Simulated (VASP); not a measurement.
# Si in VASP: settings compared, part 2 of 2

VASP 6.6.1. The steps go on from the part before.

## (4) Single point, r2SCAN+D3(BJ) (atoms moved at random)

POSCAR reads:

```
Si
1.0
   -0.0000051509      2.7129871805      2.7129799576
    2.7129844719     -0.0000041396      2.7129789463
    2.7129855212      2.7129872185     -0.0000051889
Si
2
Direct
    0.5001903618      0.4996899437      0.4940514781
    0.7501916382      0.7496910563      0.7440515219
```

INCAR.step1 reads:

```
ALGO     = Normal         # electronic algorithm
EDIFF    = 1E-4           # SCF threshold, eV
ENCUT    = 520            # plane-wave cutoff, eV
GGA      = PE             # functional
ISMEAR   = -1             # smearing method
LASPH    = True           # aspherical terms in the spheres
LCHARG   = False          # write CHGCAR
LREAL    = False          # projectors in reciprocal space
LWAVE    = True           # write WAVECAR
NBANDS   = 11             # bands
NELM     = 100            # most SCF steps
PREC     = Accurate       # precision mode
SIGMA    = 0.05           # smearing width, eV
```

INCAR.step2 reads:

```
ALGO     = Normal         # electronic algorithm
EDIFF    = 1E-6           # SCF threshold, eV
ENCUT    = 520            # plane-wave cutoff, eV
ISIF     = 2              # what is computed and relaxed
ISMEAR   = -1             # smearing method
ISTART   = 1            
IVDW     = 12             # dispersion correction
LASPH    = True           # aspherical terms in the spheres
LCHARG   = False          # write CHGCAR
LMIXTAU  = True         
LREAL    = False          # projectors in reciprocal space
LWAVE    = False          # write WAVECAR
METAGGA  = R2SCAN         # meta-GGA
NBANDS   = 11             # bands
NELM     = 100            # most SCF steps
PREC     = Accurate       # precision mode
SIGMA    = 0.05           # smearing width, eV
VDW_A1   = 0.49484001   
VDW_A2   = 5.73083694   
VDW_S6   = 1.0          
VDW_S8   = 0.78981345
```

KPOINTS reads:

```
k-points
0
Gamma
  8 8 8
```

The run is started by

```console
$ cat potpaw_PBE.64/Si/POTCAR > POTCAR
$ cp INCAR.step1 INCAR
$ mpirun -np 1 vasp_std > vasp.out
$ cp INCAR.step2 INCAR
$ mpirun -np 1 vasp_std > vasp.out
```

It took 56 s on 1 thread of AMD EPYC 7R43 (Zen 3), shared host; peak memory 0.13 GiB.

Results (log left out):

- Free energy: -17.8420 eV
- Pressure: -0.3 GPa
- Band gap on the k mesh: 0.81 eV, indirect (least direct gap 2.76 eV)
- Dispersion energy per atom: -0.148 eV

Levels at points of the mesh, in eV from the valence-band top:
```
           k point  band 2  band 3  band 4  band 5  band 6  band 7
(0.00, 0.00, 0.00)    0.00    0.00    0.00    2.76    2.76    2.76
(0.50, 0.00, 0.00)   -7.28   -1.28   -1.28    1.90    3.59    3.59
(0.50, 0.50, 0.00)   -8.17   -3.02   -3.02    0.92    0.92   10.91
```

Caveat: the cell differs from its parent crystal (atoms moved at random); the PAW data sets were made with another functional, which shifts forces and pressure a little. A k mesh can miss the band edges.

## (5) Single point, PBE

INCAR reads:

```
PREC     = Accurate       # precision mode
ENCUT    = 520            # plane-wave cutoff, eV
EDIFF    = 1E-6           # SCF threshold, eV
ISMEAR   = -1             # smearing method
SIGMA    = 0.04           # smearing width, eV
LREAL    = F              # projectors in reciprocal space
LASPH    = T              # aspherical terms in the spheres
NELM     = 60             # most SCF steps
ALGO     = Normal         # electronic algorithm
ISIF     = 2              # what is computed and relaxed
LWAVE    = F              # write WAVECAR
LCHARG   = T              # write CHGCAR
GGA      = PE             # functional
LELF     = T              # ELF
LVHAR    = T            
NBANDS   = 11             # bands
```

KPOINTS reads:

```
Automatic mesh
0
Gamma
  3 3 3
```

POSCAR reads:

```
Si
1.0
    0.0000000000      2.7218511865      2.7218511865
    2.7218511865      0.0000000000      2.7218511865
    2.7218511865      2.7218511865      0.0000000000
Si
2
Direct
    0.5000000000      0.5000000000      0.5000000000
    0.7500000000      0.7500000000      0.7500000000
```

Potentials or basis: VASP PAW PBE potentials, release 64 (Si).

The run is started by

```console
$ cat potpaw_PBE.64/Si/POTCAR > POTCAR
$ mpirun -np 1 vasp_std > vasp.out
```

OUTCAR:

```text
PREC = Accurate
   ENCUT = 520
   EDIFF = 1E-6
   ISMEAR = -1
   LREAL = F
   LASPH = T
   NELM = 60
   ISIF = 2
   GGA = PE

 ion  position               nearest neighbor table
   1  0.500  0.500  0.500-   2 2.36   2 2.36   2 2.36   2 2.36
   2  0.750  0.750  0.750-   1 2.36   1 2.36   1 2.36   1 2.36

  LATTYP: Found a face centered cubic cell.
 ALAT       =     5.4437023730

  Lattice vectors:

 A1 = (   0.0000000000,   2.7218511865,   2.7218511865)
 A2 = (   2.7218511865,   0.0000000000,   2.7218511865)
 A3 = (   2.7218511865,   2.7218511865,   0.0000000000)

Analysis of symmetry for initial positions (statically):
=====================================================================
 Subroutine PRICEL returns:
 Original cell was already a primitive cell.

 Routine SETGRP: Setting up the symmetry group for a
 face centered cubic supercell.

 Subroutine GETGRP returns: Found 48 space group operations
 (whereof 24 operations were pure point group operations)
 out of a pool of 48 trial point group operations.

The static configuration has the point symmetry T_d .
[... 150 lines left out ...]
  band No.  band energies     occupation
      1      -6.0672      2.00000
      2       5.8615      1.99955
      3       5.8615      1.99955
      4       5.8615      1.99955
      5       8.3796      0.00000
      6       8.3796      0.00000
      7       8.3796      0.00000
      8       9.1613      0.00000
      9      13.5232      0.00000
     10      13.5232      0.00000
     11      13.7951      0.00000
[... 29 lines left out ...]
 k-point     4 :      -0.3333    0.3333    0.0000
  band No.  band energies     occupation
      1      -2.8178      2.00000
      2      -0.8985      2.00000
      3       1.4524      2.00000
      4       3.7469      2.00000
      5       7.3962      0.00000
      6      11.6327      0.00000
      7      12.2774      0.00000
      8      12.8895      0.00000
      9      13.2318      0.00000
     10      13.4815      0.00000
     11      20.1686      0.00000

------------------------ aborting loop because EDIFF is reached ----------------------------------------

  FORCE on cell =-STRESS in cart. coord.  units (eV):
  Direction    XX          YY          ZZ          XY          YZ          ZX
  --------------------------------------------------------------------------------------
  -------------------------------------------------------------------------------------
  Total        0.8082378      0.8082378      0.8082378      0.0000000      0.0000000      0.0000000
  in kB       32.1089882     32.1089882     32.1089882      0.0000000      0.0000000      0.0000000
  external PRESSURE =      32.1089882 kB  Pullay stress =       0.0000000 kB

 VOLUME and BASIS-vectors are now :
 -----------------------------------------------------------------------------
  energy-cutoff  :      520.00
  volume of cell :       40.33
      direct lattice vectors                 reciprocal lattice vectors
     0.000000000  2.721851186  2.721851186    -0.183698507  0.183698507  0.183698507
     2.721851186  0.000000000  2.721851186     0.183698507 -0.183698507  0.183698507
     2.721851186  2.721851186  0.000000000     0.183698507  0.183698507 -0.183698507

 POSITION                                       TOTAL-FORCE (eV/Angst)
 -----------------------------------------------------------------------------------
      2.72185      2.72185      2.72185         0.000000     -0.000000     -0.000000
      4.08278      4.08278      4.08278        -0.000000      0.000000      0.000000
 -----------------------------------------------------------------------------------
    total drift:                                0.000000     -0.000000     -0.000000

  FREE ENERGIE OF THE ION-ELECTRON SYSTEM (eV)
  ---------------------------------------------------
  free  energy   TOTEN  =       -10.2334104360 eV

  energy  without entropy=      -10.2333717543  energy(sigma->0) =      -10.23339110
```

Wall time 2.4 s (1 thread of Intel Xeon 6975P-C (Granite Rapids), shared host); peak memory 0.15 GiB.

What came out:

```
Free energy            : -10.2334 eV
Pressure               : 3.2 GPa
Band gap on the k mesh : 0.70 eV, indirect (least direct gap 2.52 eV)
```

Caveat: the k points lie up to 0.67 Å⁻¹ apart.

## (6) The runs side by side

```tsv
task	level	spin	cell	k mesh	cutoff (eV)	smearing	gap on the mesh (eV)	pressure (GPa)
relaxation of cell and atoms	BLYP	off	relaxed from a = 3.849 Å, angles 60.0°, 2 atoms	8 × 8 × 8	600	fermi-dirac 0.05 eV	0.92	0.0
single point	r2SCAN	collinear, antiferromagnetic start	a = 3.849 Å, angles 60.0°, 2 atoms	8 × 8 × 8	520	gaussian 0.05 eV	0.03	0.2
single point	r2SCAN+D3(BJ)	off	a = 3.837 Å, angles 60.0°, 2 atoms	8 × 8 × 8	520	fermi-dirac 0.05 eV	0.81	-0.3
single point	PBE	off	a = 3.849 Å, angles 60.0°, 2 atoms	3 × 3 × 3	520	fermi-dirac 0.04 eV	0.70	3.2
```

Some of these runs hold the atoms at other places in the same cell, which the table doesn't show; runs alike in all that it shows share one row.

Alike in all rows: potentials or basis VASP PAW PBE potentials, release 64 (Si).

Caveats: some runs use coarse meshes; the PAW data sets were made with another functional, which shifts forces and pressure a little (some runs).

Total energies depend on the potentials used, so only differences within one code and one set of settings carry meaning.
